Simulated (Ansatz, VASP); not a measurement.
**Two plane-wave programs on MgZr2N**

File INCAR:

```
SYSTEM = MgZr2N
PREC = Accurate
ENCUT = 520
EDIFF = 1E-7
ISMEAR = 0
SIGMA = 0.1
LREAL = .False.
LASPH = .True.
NELM = 60
ALGO = Normal
ISIF = 2
LWAVE = .False.
LCHARG = .False.
GGA = PE
NBANDS = 24
```

The input KPOINTS:

```
regular mesh
0
Gamma
  6 6 4
  0 0 0
```

Contents of POSCAR:

```
MgZr2N
1.0
    3.9208415000      0.0000000000      0.0000000000
   -1.9604207500      3.3955483400      0.0000000000
    0.0000000000      0.0000000000      4.8204134200
Mg Zr N
1 2 1
Direct
    0.0000000000      0.0000000000      0.0625436200
    0.3333333300      0.6666666700      0.1181884600
    0.6666666700      0.3333333300      0.1181884600
    0.0000000000      0.0000000000      0.7003074800
```

Input for Ansatz:

```yaml
crystal:
  lattice:
    - [3.9208415, 0.0, 0.0]
    - [-1.96042075, 3.39554834, 0.0]
    - [0.0, 0.0, 4.82041342]
  atoms:
    - { symbol: Mg, position: [0.0, 0.0, 0.06254362] }
    - { symbol: Zr, position: [0.33333333, 0.66666667, 0.11818846] }
    - { symbol: Zr, position: [0.66666667, 0.33333333, 0.11818846] }
    - { symbol: "N", position: [0.0, 0.0, 0.70030748] }
basis:
  ecutwfc: 420
kpoints:
  mp_grid: { grid: [6, 6, 4] }
hamiltonian:
  xc: pbe
scf:
  occupations: { method: gaussian, width: 0.1 }
  lower_state_search: "off"
output:
  forces: true
  stress: true
  eigenvalues: true
```

Alike in both runs: task single point; functional PBE; k mesh 6 × 6 × 4; occupations gaussian, width 0.1 eV; no spin polarisation.

|  | VASP | Ansatz |
| --- | --- | --- |
| version | VASP 6.6.1 | Ansatz 0.2.0 |
| potentials or method | VASP PAW PBE potentials, release 64 (Mg, Zr_sv, N), cutoff 520 eV | scalar-relativistic, plane waves, PAW |
| valence electrons in the cell | 31 | 39 |

```tsv
	VASP	Ansatz	Ansatz less VASP
gap on the k mesh at the Fermi level (eV)	none	none	-
rms of the force components (eV/Å)	1.312	1.245	-0.0670
```

Atom by atom the forces differ by 0.072 eV/Å (rms over components). A gap of «none» marks a metal or a gap that the smearing closes. With one functional, cell and mesh, what is left measures potentials, basis and numerics. VASP's potentials hold 31 valence electrons a cell and Ansatz's 39, so a difference there can come from the potentials and not from the codes.
